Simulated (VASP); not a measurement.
The system is Te.

```
Te
1.0
     6.46694    0.00000    0.00000
     0.00000    6.46694    0.00000
     0.00000    0.00000    6.46694
Te
8
Direct
  0.50000 0.50000 0.50000
  0.00000 0.00000 0.00000
  0.25000 0.00000 0.50000
  0.50000 0.25000 0.00000
  0.50000 0.75000 0.00000
  0.75000 0.00000 0.50000
  0.00000 0.50000 0.75000
  0.00000 0.50000 0.25000
```

| Quantity | Value |
| --- | --- |
| Program | VASP 6.6.1 |
| Task | relaxation of cell and atoms |
| Functional | PBE |
| Potentials or basis | VASP PAW PBE potentials, release 64 (Te) |
| Cutoff | 600 eV |
| k mesh | 4 × 4 × 4 |
| Occupations | gaussian, width 0.1 eV |
| Spin | no spin polarisation |

At the start: pressure -5.2 GPa; volume 33.81 Å³/atom.

Question: Where does the relaxation end?

Answer: Over 3 steps the energy falls by 88.4 meV/atom and the volume is 29.13 Å³/atom (-13.8 %); space group Pm-3n (No. 223, to 0.05 Å).

Step by step:
```
step  energy change (eV)  largest force (eV/Å)  pressure (GPa)  volume (Å³)
   1              0.0000                0.0000           -5.23       270.46
   2             -0.6982                0.0000            0.84       229.50
   3             -0.7074                0.0000            0.01       233.08
```

Final structure:
```xyz
8
Lattice="6.1541 0.0000 0.0000 0.0000 6.1541 0.0000 0.0000 0.0000 6.1541" Properties=species:S:1:pos:R:3 pbc="T T T"
Te    3.0771    3.0771    3.0771
Te    0.0000    0.0000    0.0000
Te    1.5385    0.0000    3.0771
Te    3.0771    1.5385    0.0000
Te    3.0771    4.6156    0.0000
Te    4.6156    0.0000    3.0771
Te    0.0000    3.0771    4.6156
Te    0.0000    3.0771    1.5385
```
